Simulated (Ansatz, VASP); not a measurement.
# One calculation of Sb, two programs

Contents of INCAR:

```
SYSTEM = Sb
PREC = Accurate
ENCUT = 520
EDIFF = 1E-8
ISMEAR = -1
SIGMA = 0.05
LREAL = .False.
LASPH = .True.
NELM = 80
ALGO = Normal
ISIF = 2
LWAVE = .False.
LCHARG = .False.
GGA = PE
LEFG = .True.
NBANDS = 8
```

Contents of KPOINTS:

```
Automatic mesh
0
Gamma
  13 13 13
  0 0 0
```

The input POSCAR:

```
Sb
1.0
    3.1600000000      0.0000000000      0.0000000000
    0.0000000000      3.1600000000      0.0000000000
    0.0000000000      0.0000000000      3.0968000000
Sb
1
Direct
    0.0000000000      0.0000000000      0.0000000000
```

Input for Ansatz:

```yaml
crystal:
  lattice:
    - [3.16, 0.0, 0.0]
    - [0.0, 3.16, 0.0]
    - [0.0, 0.0, 3.0968]
  atoms:
    - { symbol: Sb, position: [0.0, 0.0, 0.0] }
kpoints:
  mp_grid: { grid: [13, 13, 13] }
scf:
  occupations: { method: fermi_dirac, width: 0.05 }
hamiltonian:
  xc: pbe
  pseudopotentials: { kind: all_electron, datasets: crystal }
output:
  forces: true
  stress: true
  eigenvalues: true
  efg: { contact_densities: true }
```

Change from the starting cell: zz strain of -2 %, crystal datasets.

Alike in both runs: task electric field gradients; functional PBE; k mesh 13 × 13 × 13; occupations fermi-dirac, width 0.05 eV; no spin polarisation.

|  | VASP | Ansatz |
| --- | --- | --- |
| version | VASP 6.6.1 | Ansatz 0.2.0 |
| potentials or method | VASP PAW PBE potentials, release 64 (Sb), cutoff 520 eV | all-electron PAW with datasets made for the crystal, scalar-relativistic |

VASP gave:

```
pressure (GPa)                                                : -1.6
traceless stress, the component that is largest in VASP (GPa) : 2.07
size of Vzz on the site where it differs most (V/Å²)          : 9.2
```

Problem. Which values does Ansatz return?

Solution. Pressure (GPa): -1.5; traceless stress, the component that is largest in VASP (GPa): 2.07; size of Vzz on the site where it differs most (V/Å²): 8.0.

Ansatz ran all-electron here, and VASP with PAW potentials.

Spin-orbit coupling is off throughout.
